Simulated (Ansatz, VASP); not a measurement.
## One calculation of Ge2H, two programs

Contents of INCAR:

```
SYSTEM = Ge2H
PREC = Accurate ; ENCUT = 520
EDIFF = 1E-7 ; ISMEAR = 0
SIGMA = 0.1 ; LREAL = .False.
LASPH = .True. ; NELM = 150
ALGO = Normal ; ISIF = 2
LWAVE = .False. ; LCHARG = .False.
ISPIN = 2 ; MAGMOM = 0 0 1
LORBIT = 11 ; LDIPOL = .True.
IDIPOL = 3 ; DIPOL = 0.5 0.5 0.265
GGA = PE ; IVDW = 12
NBANDS = 26
```

KPOINTS

```
regular mesh
0
Gamma
  9 9 1
  0 0 0
```

Contents of POSCAR:

```
Ge2H
1.0
    4.0226895460      0.0000000000      0.0000000000
   -2.0113447730      3.4837513384      0.0000000000
    0.0000000000      0.0000000000     17.6842610184
Ge H
2 1
Direct
    0.3333333333      0.6666666667      0.2648830513
    0.6666666667      0.3333333333      0.2261898304
    1.2222222222     -0.2222222222      0.3039007970
```

Input for Ansatz:

```yaml
crystal:
  lattice:
    - [4.022689546, 0.0, 0.0]
    - [-2.011344773, 3.4837513384, 0.0]
    - [0.0, 0.0, 17.6842610184]
  atoms:
    - { symbol: Ge, position: [0.3333333333, 0.6666666667, 0.2648830513] }
    - { symbol: Ge, position: [0.6666666667, 0.3333333333, 0.2261898304] }
    - { symbol: H, position: [1.2222222222, -0.2222222222, 0.303900797], spin: 1.0 }
basis:
  ecutwfc: 420
kpoints:
  mp_grid: { grid: [9, 9, 1] }
hamiltonian:
  xc: pbe
  pseudopotentials: { kind: paw, azcp: { folder: soft_1 } }
  dispersion: d3bj
scf:
  occupations: { method: gaussian, width: 0.1 }
output:
  forces: true
  eigenvalues: true
  populations: true
  write_density: true
  write_potential: true
  elf: true
  volumetric_format: npy
magnetization:
  spin_polarized: true
efield:
  axis: 3
  dipole_correction: true
  ramp_width: 0.04
```

Alike in both runs: task single point; functional PBE; dispersion D3(BJ); k mesh 9 × 9 × 1; occupations gaussian, width 0.1 eV; collinear spin.

|  | VASP | Ansatz |
| --- | --- | --- |
| version | VASP 6.6.1 | Ansatz 0.2.0 |
| potentials or method | VASP PAW PBE potentials, release 64 (Ge_d, H), cutoff 520 eV | scalar-relativistic, plane waves, PAW |
| valence electrons in the cell | 29 | 29 |

|  | VASP | Ansatz | Ansatz less VASP |
| --- | --- | --- | --- |
| gap on the k mesh at the Fermi level (eV) | none | none | - |
| rms of the force components (eV/Å) | 12.690 | 12.911 | +0.2210 |
| net moment per atom (μB) | 0.09 | 0.10 | +0.004 |
| size of the moment on the site where the two differ most (μB) | 0.04 | 0.00 | -0.039 |

Site moments also hang on the region over which each program counts them. Atom by atom the forces differ by 0.221 eV/Å (rms over components). A gap of «none» marks a metal or a gap that the smearing closes. Ansatz's warnings: xc potential rough in thin density.
